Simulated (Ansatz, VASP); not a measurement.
# Cu: VASP beside Ansatz

```
CELL_PARAMETERS angstrom
2.53410 0.00000 0.00000
-1.26705 2.19459 0.00000
0.00000 0.00000 4.11257
ATOMIC_POSITIONS crystal
Cu 0.33333 0.66667 0.25000
Cu 0.66667 0.33333 0.75000
```

Alike in both runs: task single point; functional r2SCAN; k mesh 3 × 3 × 2; occupations fermi-dirac, width 0.1 eV; no spin polarisation.

|  | VASP | Ansatz |
| --- | --- | --- |
| version | VASP 6.6.1 | Ansatz 0.2.0 |
| potentials or method | VASP PAW PBE potentials, release 64 (Cu_sv_GW), cutoff 770 eV | plane waves, PAW |
| valence electrons in the cell | 38 | 38 |

```csv
,VASP,Ansatz,Ansatz less VASP
pressure (GPa),-4.7,-0.8,+3.87
"traceless stress, the component that is largest in VASP (GPa)",2.37,1.83,-0.542
```

VASP's potentials were made for PBE, not for r2SCAN. The functional is the same, so the differences come from potentials, cutoffs and numerics.

The k mesh is coarse, so the values compare programs but aren't converged.
